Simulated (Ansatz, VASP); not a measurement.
**Two plane-wave programs on AlN**

File INCAR:

```
PREC = Accurate
ENCUT = 520
EDIFF = 1E-6
ISMEAR = 0
SIGMA = 0.05
LREAL = False
LASPH = True
NELM = 80
ALGO = Normal
ISIF = 2
LWAVE = False
LCHARG = True
GGA = PS
LELF = True
LVHAR = True
NBANDS = 16
```

File KPOINTS:

```
regular mesh
0
Gamma
  9 9 6
```

The input POSCAR:

```
AlN
1.0
    3.0643371193      0.0000000000      0.0000000000
   -1.5321685597      2.6537937911      0.0000000000
    0.0000000000      0.0000000000      5.0526700000
Al N
2 2
Direct
    0.3333333333      0.6666666667      0.0000000000
    0.6666666667      0.3333333333      0.5000000000
    0.3333333333      0.6666666667      0.3850000000
    0.6666666667      0.3333333333      0.8850000000
```

Input for Ansatz:

```yaml
crystal:
  lattice:
    - [3.0643371193, 0.0, 0.0]
    - [-1.5321685597, 2.6537937911, 0.0]
    - [0.0, 0.0, 5.05267]
  atoms:
    - { symbol: Al, position: [0.3333333333, 0.6666666667, 0.0] }
    - { symbol: Al, position: [0.6666666667, 0.3333333333, 0.5] }
    - { symbol: "N", position: [0.3333333333, 0.6666666667, 0.385] }
    - { symbol: "N", position: [0.6666666667, 0.3333333333, 0.885] }
basis:
  ecutwfc: 420
kpoints:
  mp_grid: { grid: [9, 9, 6] }
hamiltonian:
  xc: pbesol
scf:
  occupations: { method: gaussian, width: 0.05 }
output:
  forces: true
  stress: true
  eigenvalues: true
```

Change from the starting cell: strain -0.015 along x and y, +0.015 along z, atoms carried along.

Alike in both runs: task single point; functional PBEsol; k mesh 9 × 9 × 6; occupations gaussian, width 0.05 eV; no spin polarisation.

|  | VASP | Ansatz |
| --- | --- | --- |
| version | VASP 6.6.1 | Ansatz 0.2.0 |
| potentials or method | VASP PAW PBE potentials, release 64 (Al, N), cutoff 520 eV | scalar-relativistic, plane waves, PAW |
| valence electrons in the cell | 16 | 16 |

Ansatz gave:

| Property | Result |
| --- | --- |
| gap on the k mesh at the Fermi level (eV) | 4.27 |
| least direct gap on the mesh (eV) | 4.27 |
| pressure (GPa) | 4.5 |
| traceless stress, the component that is largest in VASP (GPa) | -9.49 |
| rms of the force components (eV/Å) | 0.289 |

Task: Which values does VASP return?

Result: gap on the k mesh at the Fermi level (eV): 4.29; least direct gap on the mesh (eV): 4.29; pressure (GPa): 4.5; traceless stress, the component that is largest in VASP (GPa): -9.61; rms of the force components (eV/Å): 0.293.

VASP's potentials were made for PBE, not for PBEsol. Atom by atom the forces differ by 0.004 eV/Å (rms over components).
